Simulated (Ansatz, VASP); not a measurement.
## One calculation of InSb, two programs

```
In Sb
1.0
     0.00000    3.26050    3.26050
     3.26050    0.00000    3.26050
     3.26050    3.26050    0.00000
In Sb
1 1
Direct
  0.00000 0.00000 0.00000
  0.25000 0.25000 0.25000
```

Alike in both runs: functional PBEsol; k mesh 9 × 9 × 9; occupations fermi-dirac, width 0.1 eV; no spin polarisation.

Ansatz relaxed the structure, and its values are those at the end. VASP's run is a single point on that final structure, the one shown.

```csv
,VASP,Ansatz
version,VASP 6.6.1,Ansatz 0.2.0
potentials or method,"VASP PAW PBE potentials, release 64 (In_d, Sb), cutoff 520 eV",PAW plane waves
valence electrons in the cell,18,28
```

```csv
,VASP,Ansatz,Ansatz less VASP
gap on the k mesh at the Fermi level (eV),none,none,-
pressure (GPa),0.0,0.0,-0.01
```

VASP's potentials were made for PBE, not for PBEsol, and Ansatz warns of the same on its side. A gap of «none» marks a metal or a gap that the smearing closes. VASP's potentials hold 18 valence electrons a cell and Ansatz's 28, so a difference there can come from the potentials and not from the codes.

Neither program's run includes spin-orbit coupling.
